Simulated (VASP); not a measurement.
# Rb2BaS2 (P-3m1) in VASP: a series of runs, part 2 of 2

VASP 6.6.1. The steps go on from the part before.

## Step 4: Single point, PBE

This run uses another cell than the first one, of 36.42 Å³/atom, 1.013 times its volume.

Input file INCAR:

```
SYSTEM = Rb2BaS2
  PREC = Accurate
  ENCUT = 520
  EDIFF = 1E-7
  ISMEAR = 0
  SIGMA = 0.02
  LREAL = .False.
  LASPH = .True.
  NELM = 80
  ALGO = Normal
  ISIF = 2
  LWAVE = .False.
  LCHARG = .False.
  GGA = PE
  NBANDS = 28
```

Input file KPOINTS:

```
Automatic mesh
0
Gamma
  6 6 4
  0 0 0
```

Input file POSCAR:

```
Rb2BaS2
1.0
    4.9375118257      0.0000000000      0.0000000000
   -2.4687559129      4.2760106726      0.0000000000
    0.0000000000      0.0000000000      8.6244044963
Rb Ba S
2 1 2
Direct
    0.6666666667      0.3333333333      0.3604235188
    0.3333333333      0.6666666667      0.6395764812
    0.0000000000      0.0000000000      0.0000000000
    0.6666666667      0.3333333333      0.8020654664
    0.3333333333      0.6666666667      0.1979345336
```

Potentials or basis: VASP PAW PBE potentials, release 64 (Rb_sv, Ba_sv, S).

Started as:

```
cat potpaw_PBE.64/Rb_sv/POTCAR potpaw_PBE.64/Ba_sv/POTCAR potpaw_PBE.64/S/POTCAR > POTCAR
mpirun -np 1 vasp_std > vasp.out
```

OUTCAR:

```text
SYSTEM = Rb2BaS2
   PREC = Accurate
   ENCUT = 520
   EDIFF = 1E-7
   ISMEAR = 0
   LREAL = .False.
   LASPH = .True.
   NELM = 80
   ISIF = 2
   GGA = PE

 ion  position               nearest neighbor table
   1  0.667  0.333  0.360-   5 3.18   5 3.18   5 3.18   2 3.73   2 3.73   2 3.73   4 3.81   3 4.22
                             3 4.22   3 4.22
   2  0.333  0.667  0.640-   4 3.18   4 3.18   4 3.18   1 3.73   1 3.73   1 3.73   5 3.81   3 4.22
                             3 4.22   3 4.22
   3  0.000  0.000  0.000-   4 3.32   5 3.32   4 3.32   5 3.32   4 3.32   5 3.32   1 4.22   2 4.22
                             2 4.22   1 4.22   1 4.22   2 4.22
   4  0.667  0.333  0.802-   2 3.18   2 3.18   2 3.18   3 3.32   3 3.32   3 3.32   1 3.81
   5  0.333  0.667  0.198-   1 3.18   1 3.18   1 3.18   3 3.32   3 3.32   3 3.32   2 3.81

  LATTYP: Found a hexagonal cell.
 ALAT       =     4.9375118257
 C/A-ratio  =     1.7467106512

  Lattice vectors:

 A1 = (   4.9375118257,   0.0000000000,   0.0000000000)
 A2 = (  -2.4687559129,   4.2760106726,   0.0000000000)
 A3 = (   0.0000000000,   0.0000000000,   8.6244044963)

[... 179 lines left out ...]

 E-fermi :   0.6804     XC(G=0):  -7.7828

 val. band max:        0.5582821087   @ k =   0.1667   0.1667   0.5000
 cond. band min:       2.8431658186   @ k =   0.0000   0.0000   0.0000
 fundamental gap:      2.2848837099
 Fermi energy:         0.6803535589

 k-point     1 :       0.0000    0.0000    0.0000
  band No.  band energies     occupation
      1     -25.8287      2.00000
      2     -25.6976      2.00000
      3     -25.6092      2.00000
      4     -11.3481      2.00000
      5     -10.9239      2.00000
      6     -10.9239      2.00000
[... 733 lines left out ...]
     27       6.8730      0.00000
     28       6.8736      0.00000

------------------------ aborting loop because EDIFF is reached ----------------------------------------

  FORCE on cell =-STRESS in cart. coord.  units (eV):
  Direction    XX          YY          ZZ          XY          YZ          ZX
  --------------------------------------------------------------------------------------
  -------------------------------------------------------------------------------------
  Total        0.2166854      0.2166854      0.2062362     -0.0000000     -0.0000000     -0.0000000
  in kB        1.9066201      1.9066201      1.8146773     -0.0000000     -0.0000000     -0.0000000
  external PRESSURE =       1.8759725 kB  Pullay stress =       0.0000000 kB

 VOLUME and BASIS-vectors are now :
 -----------------------------------------------------------------------------
  energy-cutoff  :      520.00
  volume of cell :      182.09
      direct lattice vectors                 reciprocal lattice vectors
     4.937511826  0.000000000  0.000000000     0.202531160  0.116931420  0.000000000
    -2.468755913  4.276010673  0.000000000     0.000000000  0.233862840  0.000000000
     0.000000000  0.000000000  8.624404496     0.000000000  0.000000000  0.115950035

 POSITION                                       TOTAL-FORCE (eV/Angst)
 -----------------------------------------------------------------------------------
      2.46876      1.42534      3.10844        -0.000000     -0.000000      0.013997
     -0.00000      2.85067      5.51597         0.000000      0.000000     -0.013997
      0.00000      0.00000      0.00000         0.000000      0.000000      0.000000
      2.46876      1.42534      6.91734        -0.000000      0.000000     -0.037337
     -0.00000      2.85067      1.70707        -0.000000     -0.000000      0.037337
 -----------------------------------------------------------------------------------
    total drift:                               -0.000000      0.000000      0.000000

  FREE ENERGIE OF THE ION-ELECTRON SYSTEM (eV)
  ---------------------------------------------------
  free  energy   TOTEN  =       -18.8059269490 eV

  energy  without entropy=      -18.8059269490  energy(sigma->0) =      -18.80592695
```

OSZICAR:

```text
N       E                     dE             d eps       ncg     rms          rms(c)
DAV:   1     0.261086913699E+03    0.26109E+03   -0.17567E+04  1344   0.123E+03
DAV:   2    -0.238718947781E+01   -0.26347E+03   -0.25687E+03  1960   0.234E+02
DAV:   3    -0.206444888381E+02   -0.18257E+02   -0.18215E+02  1652   0.649E+01
DAV:   4    -0.211439413232E+02   -0.49945E+00   -0.49876E+00  2176   0.965E+00
DAV:   5    -0.211497975142E+02   -0.58562E-02   -0.58552E-02  1720   0.125E+00    0.695E+00
DAV:   6    -0.189932459323E+02    0.21566E+01   -0.48568E+00  1512   0.781E+00    0.519E+00
DAV:   7    -0.188109203169E+02    0.18233E+00   -0.15990E+00  1908   0.454E+00    0.330E+00
DAV:   8    -0.188042902559E+02    0.66301E-02   -0.24519E-01  1880   0.203E+00    0.119E+00
DAV:   9    -0.188018318318E+02    0.24584E-02   -0.13157E-01  1760   0.160E+00    0.407E-01
DAV:  10    -0.188023342714E+02   -0.50244E-03   -0.17366E-02  1820   0.517E-01    0.255E-01
DAV:  11    -0.188056287696E+02   -0.32945E-02   -0.61295E-03  1548   0.352E-01    0.161E-01
DAV:  12    -0.188056707435E+02   -0.41974E-04   -0.36009E-04  1940   0.893E-02    0.153E-01
DAV:  13    -0.188057912247E+02   -0.12048E-03   -0.28464E-04  1532   0.677E-02    0.832E-02
DAV:  14    -0.188059102972E+02   -0.11907E-03   -0.20716E-04  1532   0.551E-02    0.186E-02
DAV:  15    -0.188059207954E+02   -0.10498E-04   -0.23239E-05  1928   0.168E-02    0.175E-02
DAV:  16    -0.188059265185E+02   -0.57231E-05   -0.78074E-06  1524   0.111E-02    0.959E-03
DAV:  17    -0.188059270139E+02   -0.49534E-06   -0.16235E-06  1592   0.473E-03    0.328E-03
DAV:  18    -0.188059269490E+02    0.64807E-07   -0.15900E-07  1400   0.193E-03
   1 F= -.18805927E+02 E0= -.18805927E+02  d E =-.311324E-19
```

It took 2.6 min on 1 thread of Intel Xeon Platinum 8488C (Sapphire Rapids), shared host; peak memory 0.37 GiB.

What came out:

```yaml
Free_energy: -18.8059 eV
Pressure: 0.2 GPa
Largest_force: 0.037 eV/Å
Band_gap_on_the_k_mesh: 2.28 eV, indirect (least direct gap 2.43 eV)
```

Forces on the atoms (eV/Å):
```
Rb   0.000  0.000  0.014
Rb   0.000  0.000 -0.014
Ba   0.000  0.000  0.000
S    0.000  0.000 -0.037
S    0.000  0.000  0.037
```

Levels at points of the mesh, in eV from the valence-band top:
```tsv
k point	band 17	band 18	band 19	band 20	band 21	band 22	band 23	band 24
(0.00, 0.00, 0.00)	-0.69	-0.20	-0.14	-0.14	2.28	4.04	4.04	4.65
(0.50, 0.00, 0.00)	-0.47	-0.34	-0.27	-0.12	2.93	3.85	4.97	5.29
(0.00, 0.00, 0.50)	-0.74	-0.48	-0.06	-0.06	3.19	3.75	4.25	4.25
(0.50, 0.00, 0.50)	-0.46	-0.27	-0.20	-0.16	3.33	3.55	4.91	5.35
```

Caveat: spin-orbit coupling is left out, which moves the levels of the heavy elements. A k mesh can miss the band edges.

## Step 5: Summary

```tsv
cell	k mesh	smearing	gap on the mesh (eV)	pressure (GPa)	largest force (eV/Å)
a = 4.949, b = 4.949, c = 8.477 Å, angles 90.0, 90.0, 120.0°, 5 atoms	6 × 6 × 2	gaussian 0.1 eV	2.35	0.3	0.02
a = 5.140, b = 5.140, c = 9.125 Å, angles 90.0, 90.0, 120.0°, 5 atoms	6 × 6 × 2	gaussian 0.1 eV	1.65	-0.8	2.02
a = 4.938, b = 4.938, c = 8.624 Å, angles 90.0, 90.0, 120.0°, 5 atoms	6 × 6 × 4	gaussian 0.02 eV	2.28	0.2	0.04
```

Alike in all rows: task single point; level PBE; potentials or basis VASP PAW PBE potentials, release 64 (Rb_sv, Ba_sv, S); no spin polarisation; cutoff (eV) 520.

Caveats: spin-orbit coupling is left out, which moves the levels of the heavy elements; forces of over 1 eV/Å act on the atoms, so gaps and moduli don't describe the material at rest (some runs).

Absolute energies hang on the potentials; compare differences alone.
